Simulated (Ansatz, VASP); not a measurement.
# Two plane-wave programs on Mg

POSCAR

```
Mg
1.0
    0.0000000000      2.1861099443      2.1861099443
    2.1861099443      0.0000000000      2.1861099443
    2.1861099443      2.1861099443      0.0000000000
Mg
1
Direct
    0.0000000000      0.0000000000      0.0000000000
```

INCAR.step1

```
SYSTEM = Mg
PREC     = Accurate       ! precision mode
ENCUT    = 520            ! plane-wave cutoff, eV
ISMEAR   = -1             ! smearing method
SIGMA    = 0.1            ! smearing width, eV
LREAL    = .FALSE.        ! projectors in reciprocal space
LASPH    = .TRUE.         ! aspherical terms in the spheres
NELM     = 80             ! most SCF steps
NBANDS   = 7              ! bands
GGA      = PE             ! functional
ALGO     = Normal         ! electronic algorithm
EDIFF    = 1E-4           ! SCF threshold, eV
LWAVE    = .TRUE.         ! write WAVECAR
LCHARG   = .FALSE.        ! write CHGCAR
```

INCAR.step2

```
SYSTEM = Mg
PREC     = Accurate       ! precision mode
ENCUT    = 520            ! plane-wave cutoff, eV
EDIFF    = 1E-6           ! SCF threshold, eV
ISMEAR   = -1             ! smearing method
SIGMA    = 0.1            ! smearing width, eV
LREAL    = .FALSE.        ! projectors in reciprocal space
LASPH    = .TRUE.         ! aspherical terms in the spheres
NELM     = 80             ! most SCF steps
ALGO     = Normal         ! electronic algorithm
ISIF     = 2              ! what is computed and relaxed
LWAVE    = .FALSE.        ! write WAVECAR
LCHARG   = .TRUE.         ! write CHGCAR
METAGGA  = R2SCAN         ! meta-GGA
LMIXTAU  = .TRUE.       
LELF     = .TRUE.         ! ELF
LVHAR    = .TRUE.       
NBANDS   = 7              ! bands
ISTART   = 1
```

File KPOINTS:

```
regular mesh
0
G
  14 14 14
  0 0 0
```

Input for Ansatz:

```yaml
crystal:
  lattice:
    - [0.0, 2.1861099443, 2.1861099443]
    - [2.1861099443, 0.0, 2.1861099443]
    - [2.1861099443, 2.1861099443, 0.0]
  atoms:
    - { symbol: Mg, position: [0.0, 0.0, 0.0] }
hamiltonian:
  xc: r2scan
  pseudopotentials:
    kind: paw
    azcp:
      Mg: "pseudopotentials/Mg.paw.azcp"
basis:
  ecutwfc: 500
  fft_grid_basis: typed
kpoints:
  mp_grid: { grid: [14, 14, 14], shift: [0, 0, 0] }
magnetization:
  spin_polarized: false
scf:
  occupations: { method: fermi_dirac, width: 0.1 }
  lower_state_search: "off"
output:
  stress: true
```

Alike in both runs: task single point; functional r2SCAN; k mesh 14 × 14 × 14; occupations fermi-dirac, width 0.1 eV; no spin polarisation.

```csv
,VASP,Ansatz
version,VASP 6.6.1,Ansatz 0.2.0
potentials or method,"VASP PAW PBE potentials, release 64 (Mg), cutoff 520 eV","plane waves (500 eV) with PAW, scalar-relativistic"
valence electrons in the cell,2,10
```

|  | VASP | Ansatz | Ansatz less VASP |
| --- | --- | --- | --- |
| pressure (GPa) | 3.6 | 3.9 | +0.29 |

VASP's potentials were made for PBE, not for r2SCAN. With one functional, cell and mesh, what is left measures potentials, basis and numerics. VASP's potentials hold 2 valence electrons a cell and Ansatz's 10, so a difference there can come from the potentials and not from the codes.
